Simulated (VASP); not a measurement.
SiP5:

```
Si P
1.0
     3.09616    1.78757    3.15766
    -3.09616    1.78757    3.15766
     0.00000   -3.57513    3.15766
Si P
1 5
Direct
  0.50000 0.50000 0.50000
  0.50000 0.50000 0.00000
  0.00000 0.50000 0.50000
  0.50000 0.00000 0.50000
  0.82666 0.82666 0.82666
  0.17334 0.17334 0.17334
```

The cell was built from a structure type or drawn by symmetry, and may not be a known phase.

| Property | Result |
| --- | --- |
| Program | VASP 6.6.1 |
| Task | relaxation of cell and atoms |
| Functional | PBE |
| Potentials or basis | VASP PAW PBE potentials, release 64 (Si, P) |
| Cutoff | 600 eV |
| k mesh | 6 × 6 × 6 |
| Occupations | gaussian, width 0.1 eV |
| Spin | no spin polarisation |

At the start: pressure -0.3 GPa; volume 17.48 Å³/atom.

Q: Where does the relaxation end?

A: Over 16 steps the energy falls by 8.5 meV/atom and the volume is 16.68 Å³/atom (-4.5 %); space group R-3m (No. 166, to 0.1 Å) before and after.

Step by step:
| step | energy change (eV) | largest force (eV/Å) | pressure (GPa) | volume (Å³) |
| --- | --- | --- | --- | --- |
| 1 | 0.0000 | 0.0908 | -0.25 | 104.86 |
| 2 | -0.0060 | 0.1627 | 0.08 | 104.44 |
| 3 | -0.0080 | 0.2301 | 0.39 | 104.06 |
| 4 | -0.0121 | 0.1754 | -0.03 | 104.28 |
| 5 | -0.0145 | 0.0911 | -0.73 | 104.67 |
| 6 | -0.0180 | 0.0809 | -0.61 | 104.19 |
| 7 | -0.0261 | 0.0708 | -0.22 | 102.75 |
| 8 | -0.0332 | 0.0353 | 0.82 | 99.89 |
| 9 | -0.0354 | 0.0173 | 0.79 | 99.69 |
| 10 | -0.0400 | 0.0418 | 0.80 | 99.09 |
| 11 | -0.0403 | 0.0723 | 0.85 | 98.81 |
| 12 | -0.0443 | 0.0730 | 0.47 | 99.26 |
| 13 | -0.0484 | 0.0705 | -0.59 | 100.60 |
| 14 | -0.0485 | 0.0713 | -0.46 | 100.43 |
| 15 | -0.0503 | 0.0169 | -0.20 | 100.26 |
| 16 | -0.0509 | 0.0374 | 0.05 | 100.10 |

Final structure:
```xyz
6
Lattice="3.1470 1.8169 2.9176 -3.1470 1.8169 2.9176 0.0000 -3.6338 2.9176" Properties=species:S:1:pos:R:3 pbc="T T T"
Si    0.0000    0.0000    4.3764
P     0.0000    1.8169    2.9176
P    -1.5735   -0.9085    2.9176
P     1.5735   -0.9085    2.9176
P     0.0000    0.0000    7.4477
P     0.0000    0.0000    1.3052
```
